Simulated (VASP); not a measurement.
Here is a VASP 6.6.1 calculation.

POSCAR

```
KF
1.0
    0.0000000000      2.6589614660      2.6589614660
    2.6589614660      0.0000000000      2.6589614660
    2.6589614660      2.6589614660      0.0000000000
K F
1 1
Direct
    0.0000000000      0.0000000000      0.0000000000
    0.5000000000      0.5000000000      0.5000000000
```

INCAR.step1

```
SYSTEM = KF
PREC = Accurate ; ENCUT = 520
EDIFF = 1E-5 ; ISMEAR = 0
SIGMA = 0.01 ; LREAL = .False.
LASPH = .True. ; NELM = 100
ALGO = Normal ; ISIF = 2
LWAVE = .True. ; LCHARG = .False.
NBANDS = 15 ; GGA = PE
```

The input INCAR.step2:

```
SYSTEM = KF
PREC = Accurate ; ENCUT = 520
EDIFF = 1E-6 ; ISMEAR = 0
SIGMA = 0.01 ; LREAL = .False.
LASPH = .True. ; NELM = 100
ALGO = Normal ; ISIF = 2
LWAVE = .False. ; LCHARG = .False.
METAGGA = R2SCAN ; LHFCALC = .True.
AEXX = 0.25 ; LMIXTAU = .True.
PRECFOCK = Normal ; NBANDS = 15
ISTART = 1
```

KPOINTS

```
Automatic mesh
0
Gamma
  6 6 6
  0 0 0
```

Potentials or basis: VASP PAW PBE potentials, release 64 (K_sv, F).

The run is started by

```console
$ cat potpaw_PBE.64/K_sv/POTCAR potpaw_PBE.64/F/POTCAR > POTCAR
$ cp INCAR.step1 INCAR
$ mpirun -np 1 vasp_std > vasp.out
$ cp INCAR.step2 INCAR
$ mpirun -np 1 vasp_std > vasp.out
```

Problem. What does it give for the pressure?

Solution. -0.3 GPa.

Problem. Estimate the band gap on the k mesh.

Solution. 9.41 eV.

Caveat: the PAW data sets were made with another functional, which shifts forces and pressure a little.
